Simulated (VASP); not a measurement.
Write the native input for VASP 6.6.1 that does the following.

```yaml
Task: single point
Functional: PBE
Potentials_or_basis: VASP PAW PBE potentials, release 64 (Cd, S)
Cutoff: 520 eV
k_mesh: 7 × 7 × 4
Occupations: fermi-dirac, width 0.01 eV
Spin: no spin polarisation
Dipole_correction: no
Further_INCAR_settings: ALGO = Normal; EDIFF = 1e-07; NBANDS = 26
```

The structure of CdS lies in POSCAR:

```
CdS
1.0
    4.1347992034      0.0000000000      0.0000000000
   -2.0673996017      3.5808411497      0.0000000000
    0.0000000000      0.0000000000      6.7490000000
Cd S
2 2
Direct
    0.3333333333      0.6666666667      0.0000000000
    0.6666666667      0.3333333333      0.5000000000
    0.3333333333      0.6666666667      0.3850000000
    0.6666666667      0.3333333333      0.8850000000
```

These files were run (other wordings do the same):

INCAR

```
PREC = Accurate
ENCUT = 520
EDIFF = 1E-7
ISMEAR = -1
SIGMA = 0.01
LREAL = False
LASPH = True
NELM = 100
ALGO = Normal
ISIF = 2
LWAVE = False
LCHARG = True
GGA = PE
LELF = True
LVHAR = True
NBANDS = 26
```

KPOINTS

```
Automatic mesh
0
Gamma
  7 7 4
```

Potentials or basis: VASP PAW PBE potentials, release 64 (Cd, S).

Command:

```console
$ cat potpaw_PBE.64/Cd/POTCAR potpaw_PBE.64/S/POTCAR > POTCAR
$ mpirun -np 1 vasp_std > vasp.out
```

Results of the run:

| Item | Value |
| --- | --- |
| Pressure | 2.9 GPa |
| Largest force | 0.269 eV/Å |
| Band gap on the k mesh | 1.23 eV, direct |

Wall time 26 s on 1 thread of Intel(R) Xeon(R) 6975P-C (Granite Rapids), on a shared host, peak memory 0.23 GiB.
